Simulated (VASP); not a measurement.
# Mo2HS4 in VASP: single point with PBE+D3(BJ)

Aim: the single point of Mo2HS4 with PBE+D3(BJ).

Program: VASP 6.6.1. These are calculated values, not measurements. Logs are shortened: lines on timing, memory, paths and dates and some standing lists are left out, and cuts for length are marked.

**1. The cell of the first run**

The cell holds a slab with vacuum, 14 atoms: a = 6.306 Å, b = 6.306 Å, c = 21.246 Å, α = 90.00°, β = 90.00°, γ = 120.00°.

**2. Single point, PBE+D3(BJ)**

File INCAR:

```
PREC = Accurate
ENCUT = 520
EDIFF = 1E-7
ISMEAR = 0
SIGMA = 0.05
LREAL = False
LASPH = True
NELM = 60
ALGO = Normal
ISIF = 2
LWAVE = False
LCHARG = False
LDIPOL = True
IDIPOL = 3
DIPOL = 0.5 0.5 0.481
GGA = PE
IVDW = 12
NBANDS = 66
```

File KPOINTS:

```
Automatic mesh
0
Gamma
  3 3 1
```

File POSCAR:

```
Mo2HS4
1.0
    6.3058975141      0.0000000000      0.0000000000
   -3.1529487571      5.4610674409      0.0000000000
    0.0000000000      0.0000000000     21.2461324035
S Mo H
8 4 2
Direct
    0.6666666667      0.3333333333      0.3765391200
    0.6666666667      0.8333333333      0.3765391200
    0.1666666667      0.3333333333      0.3765391200
    0.1666666667      0.8333333333      0.3765391200
    0.6670098520      0.3334990511      0.5240621088
    0.6666890356      0.8333431640      0.5241603671
    0.1666667269      0.3334002023      0.5241613308
    0.1666940681      0.8333151689      0.5241745530
    0.3333697474      0.1666883781      0.4503673182
    0.3333381596      0.6666803261      0.4503426202
    0.8333984677      0.1666555254      0.4503248551
    0.8334123163      0.6667490379      0.4503295502
    0.3740114573      0.2017453483      0.6839348541
    0.4245994623      0.2247792835      0.6510299091
```

Potentials or basis: VASP PAW PBE potentials, release 64 (S, Mo_sv, H).

Launch:

```sh
$ cat potpaw_PBE.64/S/POTCAR potpaw_PBE.64/Mo_sv/POTCAR potpaw_PBE.64/H/POTCAR > POTCAR
$ mpirun -np 1 vasp_std > vasp.out
```

OUTCAR:

```text
PREC = Accurate
   ENCUT = 520
   EDIFF = 1E-7
   ISMEAR = 0
   LREAL = False
   LASPH = True
   NELM = 60
   ISIF = 2
   GGA = PE
   IVDW = 12
 IVDW          = 12

 ion  position               nearest neighbor table
   1  0.667  0.333  0.377-  11 2.40  12 2.40   9 2.40
   2  0.667  0.833  0.377-  11 2.40  12 2.40  10 2.40
   3  0.167  0.333  0.377-  11 2.40  10 2.40   9 2.40
   4  0.167  0.833  0.377-  12 2.40  10 2.40   9 2.40
   5  0.667  0.333  0.524-  11 2.40  12 2.40   9 2.40
   6  0.667  0.833  0.524-  10 2.40  12 2.40  11 2.40
   7  0.167  0.333  0.524-  10 2.40  11 2.40   9 2.40
   8  0.167  0.833  0.524-  10 2.40   9 2.40  12 2.40
   9  0.333  0.167  0.450-   5 2.40   1 2.40   7 2.40   8 2.40   3 2.40   4 2.40  12 3.15  11 3.15
                            10 3.15  10 3.15  11 3.15  12 3.15
  10  0.333  0.667  0.450-   4 2.40   2 2.40   7 2.40   3 2.40   8 2.40   6 2.40  12 3.15  11 3.15
                             9 3.15   9 3.15  11 3.15  12 3.15
  11  0.833  0.167  0.450-   5 2.40   3 2.40   2 2.40   1 2.40   7 2.40   6 2.40  12 3.15   9 3.15
                            10 3.15  10 3.15   9 3.15  12 3.15
  12  0.833  0.667  0.450-   5 2.40   4 2.40   2 2.40   1 2.40   6 2.40   8 2.40  11 3.15   9 3.15
                            10 3.15  10 3.15   9 3.15  11 3.15
  13  0.374  0.202  0.684-  14 0.75
  14  0.425  0.225  0.651-  13 0.75

  LATTYP: Found a hexagonal cell.
 ALAT       =     6.3058975141
 C/A-ratio  =     3.3692479708

  Lattice vectors:

 A1 = (   6.3058975141,   0.0000000000,   0.0000000000)
 A2 = (  -3.1529487571,   5.4610674409,   0.0000000000)
 A3 = (   0.0000000000,   0.0000000000,  21.2461324035)

Analysis of symmetry for initial positions (statically):
=====================================================================
 Subroutine PRICEL returns:
 Original cell was already a primitive cell.

 Routine SETGRP: Setting up the symmetry group for a
 hexagonal supercell.

 Subroutine GETGRP returns: Found  1 space group operations
 (whereof  1 operations were pure point group operations)
 out of a pool of 24 trial point group operations.

The static configuration has the point symmetry C_1 .

Analysis of symmetry for dynamics (positions and initial velocities):
=====================================================================
 Subroutine PRICEL returns:
 Original cell was already a primitive cell.

 Routine SETGRP: Setting up the symmetry group for a
 hexagonal supercell.

 Subroutine GETGRP returns: Found  1 space group operations
 (whereof  1 operations were pure point group operations)
 out of a pool of 24 trial point group operations.

[... 129 lines left out ...]
   GGA     = PE    functional components
   LHFCALC =     F    Hartree Fock is set to
   AEXX    =    0.0000 exact exchange contribution
   IVDW    =    12    specifies the selected vdW correction
   LEPSILON=     F    determine dielectric tensor
   LRPA    =     F    only Hartree local field effects (RPA)
 non-spin polarized calculation
 Gauss-broadening in eV      SIGMA  =   0.05
  energy-cutoff  :      520.00
  volume of cell :      731.65
 maximum number of plane-waves:     19741
   NGX = 23   NGY = 23   NGZ = 79

 dipolmoment           0.000000      0.000000      0.001869 electrons x Angstroem

 number of electron     106.0000001 magnetization

 dipolmoment           0.000000      0.000000     -0.001508 electrons x Angstroem

 Free energy of the ion-electron system (eV)
  ---------------------------------------------------
  ext. energy  EPLUGINS =         0.00000000
  ---------------------------------------------------
  free energy    TOTEN  =       -94.14039799 eV

  energy without entropy =      -94.14039799  energy(sigma->0) =      -94.14039799

 E-fermi :  -1.7507     XC(G=0):  -3.8518

 val. band max:       -2.1265197427   @ k =   0.3333   0.3333   0.0000
 cond. band min:      -0.3424675108   @ k =   0.3333   0.3333   0.0000
 fundamental gap:      1.7840522318
 Fermi energy:        -1.7506965930

 k-point     1 :       0.0000    0.0000    0.0000
  band No.  band energies     occupation
      1     -62.9614      2.00000
      2     -62.9196      2.00000
      3     -62.9192      2.00000
      4     -62.9183      2.00000
      5     -37.2889      2.00000
      6     -37.2880      2.00000
[... 329 lines left out ...]
     64       0.9030      0.00000
     65       1.4943      0.00000
 [bands above 65 left out]

------------------------ aborting loop because EDIFF is reached ----------------------------------------

 vacuum level on the upper side and lower side of the slab       (xc-potential included)        -0.047        -0.004

 Edisp (eV)   -3.90194

 E8    (eV) :    -1.6744

  FORCE on cell =-STRESS in cart. coord.  units (eV):
  Direction    XX          YY          ZZ          XY          YZ          ZX
  --------------------------------------------------------------------------------------
  -------------------------------------------------------------------------------------
  Total      -0.09836    -0.10678    -0.32828     0.00124    -0.02734    -0.03455
  in kB      -0.21540    -0.23383    -0.71886     0.00271    -0.05987    -0.07566
  external pressure =       -0.39 kB  Pullay stress =        0.00 kB

 VOLUME and BASIS-vectors are now :
 -----------------------------------------------------------------------------
  energy-cutoff  :      520.00
  volume of cell :      731.65
      direct lattice vectors                 reciprocal lattice vectors
     6.305897514  0.000000000  0.000000000     0.158581708  0.091557192  0.000000000
    -3.152948757  5.461067441  0.000000000     0.000000000  0.183114384  0.000000000
     0.000000000  0.000000000 21.246132403     0.000000000  0.000000000  0.047067390

 POSITION                                       TOTAL-FORCE (eV/Angst)
 -----------------------------------------------------------------------------------
      3.15295      1.82036      8.00000        -0.000344      0.000352      0.012973
      1.57647      4.55089      8.00000        -0.000232     -0.000751      0.011792
      0.00000      1.82036      8.00000         0.005799      0.000098      0.013934
     -1.57647      4.55089      8.00000         0.002458      0.005643      0.014518
      3.15459      1.82126     11.13429         0.001197      0.000519     -0.011343
      1.57658      4.55094     11.13638        -0.000033      0.000229     -0.011582
     -0.00021      1.82072     11.13640        -0.003135      0.001453     -0.014469
     -1.57624      4.55079     11.13668        -0.000107     -0.003025     -0.013984
      1.57664      0.91030      9.56856        -0.004577     -0.002023      0.000453
     -0.00001      3.64079      9.56804         0.003514      0.001417     -0.000108
      4.72987      0.91012      9.56766         0.004749     -0.006477     -0.000708
      3.15319      3.64116      9.56776        -0.003834      0.007030     -0.000627
      1.72239      1.10174     14.53097         0.002835      0.000501     -0.024699
      1.96876      1.22753     13.83187        -0.008290     -0.004965      0.023850
 -----------------------------------------------------------------------------------
    total drift:                                0.000073      0.000050     -0.000521

  FREE ENERGIE OF THE ION-ELECTRON SYSTEM (eV)
  ---------------------------------------------------
  free  energy   TOTEN  =       -98.0423330760 eV

  energy  without entropy=      -98.0423330760  energy(sigma->0) =      -98.04233308

 vacuum level on the upper side and lower side of the slab         3.745         3.755
```

stdout:

```text
POSCAR found type information on POSCAR S MoH
 POSCAR found :  3 types and      14 ions
 scaLAPACK will be used
 LDA part: xc-table for (Slater+PW92), standard interpolation
 POSCAR, INCAR and KPOINTS ok, starting setup
 FFT: planning ... GRIDC
 FFT: planning ... GRID_SOFT
 FFT: planning ... GRID
 WAVECAR not read
 entering main loop
```

Run time: 9.1 min. Hardware: 1 thread of Intel Xeon Platinum 8559C (Emerald Rapids), shared host; peak memory 0.82 GiB.

Results:

* Free energy: -98.0423 eV
* Largest force: 0.026 eV/Å
* Band gap on the k mesh: 1.78 eV
* Dispersion energy per atom: -0.279 eV

Forces on the atoms (eV/Å):
```
S    0.000  0.000  0.013
S    0.000 -0.001  0.012
S    0.006  0.000  0.014
S    0.002  0.006  0.015
S    0.001  0.001 -0.011
S    0.000  0.000 -0.012
S   -0.003  0.001 -0.014
S    0.000 -0.003 -0.014
Mo  -0.005 -0.002  0.000
Mo   0.004  0.001  0.000
Mo   0.005 -0.006 -0.001
Mo  -0.004  0.007 -0.001
H    0.003  0.001 -0.025
H   -0.008 -0.005  0.024
```
